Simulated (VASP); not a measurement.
Runs of VASP 6.6.1 on TaN. The structure is that of space group P6/mmm (No. 191), or close to it. The cells are those of the table. 

| potentials or basis | cell | cutoff (eV) | second run | gap on the mesh (eV) | pressure (GPa) |
| --- | --- | --- | --- | --- | --- |
| VASP PAW PBE potentials, release 64 (Ta_pv, N) | a = 5.156, b = 5.156, c = 2.888 Å, angles 90.0, 90.0, 120.0°, 6 atoms | 520 | - | none | 14.1 |
| VASP PAW PBE potentials, release 64 (Ta_sv_GW, N) | a = 5.309, b = 5.309, c = 2.974 Å, angles 90.0, 90.0, 120.0°, 6 atoms | 660 | valence_matched | none | -15.2 |
| VASP PAW PBE potentials, release 64 (Ta_pv, N) | a = 5.208, b = 5.208, c = 2.918 Å, angles 90.0, 90.0, 120.0°, 6 atoms | 520 | - | none | (c) |
| VASP PAW PBE potentials, release 64 (Ta_pv, N) | a = 5.309, b = 5.309, c = 2.974 Å, angles 90.0, 90.0, 120.0°, 6 atoms | 520 | - | none | (b) |
| VASP PAW PBE potentials, release 64 (Ta_pv, N) | a = 5.259, b = 5.259, c = 2.946 Å, angles 90.0, 90.0, 120.0°, 6 atoms | 520 | - | none | -6.0 |
| VASP PAW PBE potentials, release 64 (Ta_pv, N) | a = 5.103, b = 5.103, c = 2.859 Å, angles 90.0, 90.0, 120.0°, 6 atoms | 520 | - | none | (a) |
| VASP PAW PBE potentials, release 64 (Ta_sv_GW, N) | a = 5.259, b = 5.259, c = 2.946 Å, angles 90.0, 90.0, 120.0°, 6 atoms | 660 | valence_matched | none | -7.4 |
| VASP PAW PBE potentials, release 64 (Ta_sv_GW, N) | a = 5.156, b = 5.156, c = 2.888 Å, angles 90.0, 90.0, 120.0°, 6 atoms | 660 | valence_matched | none | 12.4 |
| VASP PAW PBE potentials, release 64 (Ta_sv_GW, N) | a = 5.208, b = 5.208, c = 2.918 Å, angles 90.0, 90.0, 120.0°, 6 atoms | 660 | valence_matched | none | 1.7 |

Alike in all rows: task single point; level r2SCAN; no spin polarisation; k mesh 5 × 5 × 8; smearing gaussian 0.1 eV.

Question: Estimate the missing entries.

Answer: (a) 26.7; (b) -13.9; (c) 3.3.

Caveats: the PAW data sets were made with another functional, which shifts forces and pressure a little; spin-orbit coupling is left out, which moves the levels of the heavy elements.

A k mesh can miss the band edges, and the runs leave out spin-orbit coupling on Ta.

A gap of «none» marks levels without a gap at the run's occupations.

The runs don't all hold the same shells in valence.
